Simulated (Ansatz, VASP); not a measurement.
ZnCu: VASP beside Ansatz

The input INCAR:

```
PREC     = Accurate       # precision mode
ENCUT    = 520            # plane-wave cutoff, eV
EDIFF    = 1E-7           # SCF threshold, eV
ISMEAR   = 0              # smearing method
SIGMA    = 0.1            # smearing width, eV
LREAL    = False          # projectors in reciprocal space
LASPH    = True           # aspherical terms in the spheres
NELM     = 100            # most SCF steps
ALGO     = Normal         # electronic algorithm
ISIF     = 2              # what is computed and relaxed
LWAVE    = False          # write WAVECAR
LCHARG   = True           # write CHGCAR
GGA      = PS             # functional
LELF     = True           # ELF
LVHAR    = True         
NBANDS   = 18             # bands
```

File KPOINTS:

```
regular mesh
0
Gamma
  14 14 14
```

POSCAR

```
ZnCu
1.0
    2.9366724555      0.0000000000      0.0000000000
    0.0000000000      2.9366724555      0.0000000000
    0.0000000000      0.0000000000      2.9366724555
Zn Cu
1 1
Direct
    0.5000000000      0.5000000000      0.5000000000
    0.0000000000      0.0000000000      0.0000000000
```

Input for Ansatz:

```yaml
crystal:
  lattice:
    - [2.9366724581, 0.0, 0.0]
    - [0.0, 2.9366724581, 0.0]
    - [0.0, 0.0, 2.9366724581]
  atoms:
    - { symbol: Zn, position: [0.5, 0.5, 0.5] }
    - { symbol: Cu, position: [0.0, 0.0, 0.0] }
basis:
  ecutwfc: 420
kpoints:
  mp_grid: { grid: [14, 14, 14] }
hamiltonian:
  xc: pbesol
scf:
  occupations: { method: gaussian, width: 0.1 }
output:
  forces: true
  stress: true
  eigenvalues: true
```

Alike in both runs: task single point; functional PBEsol; k mesh 14 × 14 × 14; occupations gaussian, width 0.1 eV; no spin polarisation.

|  | VASP | Ansatz |
| --- | --- | --- |
| version | VASP 6.6.1 | Ansatz 0.2.0 |
| potentials or method | VASP PAW PBE potentials, release 64 (Zn, Cu), cutoff 520 eV | scalar-relativistic, plane waves, PAW |
| valence electrons in the cell | 23 | 31 |

|  | VASP | Ansatz | Ansatz less VASP |
| --- | --- | --- | --- |
| gap on the k mesh at the Fermi level (eV) | none | none | - |
| pressure (GPa) | -3.1 | -3.8 | -0.65 |

VASP's potentials were made for PBE, not for PBEsol. A gap of «none» marks a metal or a gap that the smearing closes. With one functional, cell and mesh, what is left measures potentials, basis and numerics. VASP's potentials hold 23 valence electrons a cell and Ansatz's 31, so a difference there can come from the potentials and not from the codes.
